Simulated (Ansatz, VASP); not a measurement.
One calculation of Tl, two programs

Contents of INCAR:

```
SYSTEM = Tl
PREC = Accurate
ENCUT = 520
EDIFF = 1E-7
ISMEAR = 0
SIGMA = 0.15
LREAL = .FALSE.
LASPH = .TRUE.
NELM = 100
ALGO = Normal
ISIF = 2
LWAVE = .FALSE.
LCHARG = .TRUE.
GGA = CA
LELF = .TRUE.
LVHAR = .TRUE.
NBANDS = 12
```

File KPOINTS:

```
regular mesh
0
G
  16 16 16
  0 0 0
```

Contents of POSCAR:

```
Tl
1.0
    0.0000000000      2.4416778207      2.4663412330
    2.4663412330      0.0000000000      2.4663412330
    2.4663412330      2.4416778207      0.0000000000
Tl
1
Direct
    0.0000000000      0.0000000000      0.0000000000
```

Input for Ansatz:

```yaml
crystal:
  lattice:
    - [0.0, 2.4416778207, 2.466341233]
    - [2.466341233, 0.0, 2.466341233]
    - [2.466341233, 2.4416778207, 0.0]
  atoms:
    - { symbol: Tl, position: [0.0, 0.0, 0.0] }
basis:
  ecutwfc: 420
kpoints:
  mp_grid: { grid: [16, 16, 16] }
hamiltonian:
  xc: lda
scf:
  occupations: { method: gaussian, width: 0.15 }
output:
  forces: true
  stress: true
  eigenvalues: true
```

Change from the starting cell: strain -0.0100 x Voigt [0, 1, 0, 0, 0, 0], atoms carried along.

Alike in both runs: task single point; functional LDA; k mesh 16 × 16 × 16; occupations gaussian, width 0.15 eV; no spin polarisation.

|  | VASP | Ansatz |
| --- | --- | --- |
| version | VASP 6.6.1 | Ansatz 0.2.0 |
| potentials or method | VASP PAW LDA potentials, release 64 (Tl_d), cutoff 520 eV | scalar-relativistic, plane waves, PAW |
| valence electrons in the cell | 13 | 13 |

```tsv
	VASP	Ansatz	Ansatz less VASP
gap on the k mesh at the Fermi level (eV)	none	none	-
pressure (GPa)	-3.2	-3.2	-0.02
```

LDA's correlation is that of Perdew and Zunger in VASP and of Perdew and Wang (1992) in Ansatz. A gap of «none» marks a metal or a gap that the smearing closes.

Neither program's run includes spin-orbit coupling.
